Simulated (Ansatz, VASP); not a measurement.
**Co in VASP and in Ansatz**

```xyz
1
Lattice="2.3880 0.0000 0.0000 -1.1940 2.0681 0.0000 0.0000 0.0000 2.2313" Properties=species:S:1:pos:R:3 pbc="T T T"
Co    0.0000    0.0000    0.0000
```

Alike in both runs: task single point; functional r2SCAN; k mesh 9 × 9 × 8; occupations gaussian, width 0.1 eV; collinear spin.

|  | VASP | Ansatz |
| --- | --- | --- |
| version | VASP 6.6.1 | Ansatz 0.2.0 |
| potentials or method | VASP PAW PBE potentials, release 64 (Co), cutoff 520 eV | scalar-relativistic, plane waves, PAW |
| valence electrons in the cell | 9 | 17 |

```tsv
	VASP	Ansatz	Ansatz less VASP
gap on the k mesh at the Fermi level (eV)	none	none	-
pressure (GPa)	14.9	15.1	+0.21
traceless stress, the component that is largest in VASP (GPa)	3.24	3.53	+0.292
net moment per atom (μB)	1.93	1.93	+0.003
size of the moment on the site where the two differ most (μB)	1.96	1.98	+0.024
```

VASP's potentials were made for PBE, not for r2SCAN. Site moments also hang on the region over which each program counts them. A gap of «none» marks a metal or a gap that the smearing closes. VASP's potentials hold 9 valence electrons a cell and Ansatz's 17, so a difference there can come from the potentials and not from the codes. Ansatz's warnings: stability check not made.
